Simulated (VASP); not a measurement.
Wanted: the native input for a VASP 6.6.1 run.

| Item | Value |
| --- | --- |
| Task | electric field gradients |
| Functional | PBE |
| Potentials or basis | VASP PAW PBE potentials, release 64 (Sb) |
| Cutoff | 520 eV |
| k mesh | 12 × 12 × 12 |
| Occupations | fermi-dirac, width 0.05 eV |
| Spin | no spin polarisation |
| Dipole correction | no |
| Further INCAR settings | ALGO = Normal; EDIFF = 1e-08; NBANDS = 8 |

The structure of Sb lies in POSCAR:

```
Sb
1.0
    0.0000000000      2.2856293363      2.2856293363
    2.2856293363      0.0000000000      2.2856293363
    2.2856293363      2.2856293363      0.0000000000
Sb
1
Direct
    0.0000000000      0.0000000000      0.0000000000
```

This cell differs from its parent crystal: volume scaled by 0.975.

One way to write it, as run:

INCAR

```
ALGO     = Normal         # electronic algorithm
EDIFF    = 1E-8           # SCF threshold, eV
ENCUT    = 520            # plane-wave cutoff, eV
GGA      = PE             # functional
ISIF     = 2              # what is computed and relaxed
ISMEAR   = -1             # smearing method
LASPH    = T              # aspherical terms in the spheres
LCHARG   = F              # write CHGCAR
LEFG     = T            
LREAL    = F              # projectors in reciprocal space
LWAVE    = F              # write WAVECAR
NBANDS   = 8              # bands
NELM     = 60             # most SCF steps
PREC     = Accurate       # precision mode
SIGMA    = 0.05           # smearing width, eV
```

KPOINTS

```
k-points
0
Gamma
  12 12 12
```

Potentials or basis: VASP PAW PBE potentials, release 64 (Sb).

The run is started by

```sh
$ cat potpaw_PBE.64/Sb/POTCAR > POTCAR
$ mpirun -np 1 vasp_std > vasp.out
```

Results of the run:

```json
{"Pressure": "11.1 GPa"}
```

Caveat: without QUAD_EFG the Cq values of the log hold for a quadrupole moment of 1 mb, not for the nuclei.

Wall time 6.4 s on 1 thread of Intel(R) Xeon(R) Platinum 8488C (Sapphire Rapids), on a shared host, peak memory 0.14 GiB.
